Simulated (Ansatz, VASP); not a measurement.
**BAs: VASP beside Ansatz**

Contents of INCAR:

```
PREC = Accurate ; ENCUT = 520
EDIFF = 1E-8 ; ISMEAR = -1
SIGMA = 0.05 ; LREAL = False
LASPH = True ; NELM = 60
ALGO = Normal ; ISIF = 2
LWAVE = False ; LCHARG = False
GGA = CA ; LEFG = True
NBANDS = 11
```

Contents of KPOINTS:

```
Automatic mesh
0
Gamma
  13 13 13
```

File POSCAR:

```
BAs
1.0
    0.0000000000      2.3562190158      2.3562190158
    2.3562190158      0.0000000000      2.3562190158
    2.3562190158      2.3562190158      0.0000000000
B As
1 1
Direct
    0.0000000000      0.0000000000      0.0000000000
    0.7500000000      0.7500000000      0.7500000000
```

Input for Ansatz:

```yaml
crystal:
  lattice:
    - [0.0, 2.3562190158, 2.3562190158]
    - [2.3562190158, 0.0, 2.3562190158]
    - [2.3562190158, 2.3562190158, 0.0]
  atoms:
    - { symbol: B, position: [0.0, 0.0, 0.0] }
    - { symbol: As, position: [0.75, 0.75, 0.75] }
kpoints:
  mp_grid: { grid: [13, 13, 13] }
scf:
  occupations: { method: fermi_dirac, width: 0.05 }
hamiltonian:
  xc: lda
  pseudopotentials: { kind: all_electron, datasets: crystal }
output:
  forces: true
  stress: true
  eigenvalues: true
  efg: { contact_densities: true }
```

Change from the starting cell: volume scaled by 0.96, crystal datasets.

Alike in both runs: task electric field gradients; functional LDA; k mesh 13 × 13 × 13; occupations fermi-dirac, width 0.05 eV; no spin polarisation.

|  | VASP | Ansatz |
| --- | --- | --- |
| version | VASP 6.6.1 | Ansatz 0.2.0 |
| potentials or method | VASP PAW LDA potentials, release 64 (B, As), cutoff 520 eV | all-electron PAW with datasets made for the crystal, scalar-relativistic |

```tsv
	VASP	Ansatz	Ansatz less VASP
pressure (GPa)	2.9	1.9	-1.01
```

LDA's correlation is that of Perdew and Zunger in VASP and of Perdew and Wang (1992) in Ansatz. Ansatz ran all-electron here, and VASP with PAW potentials.
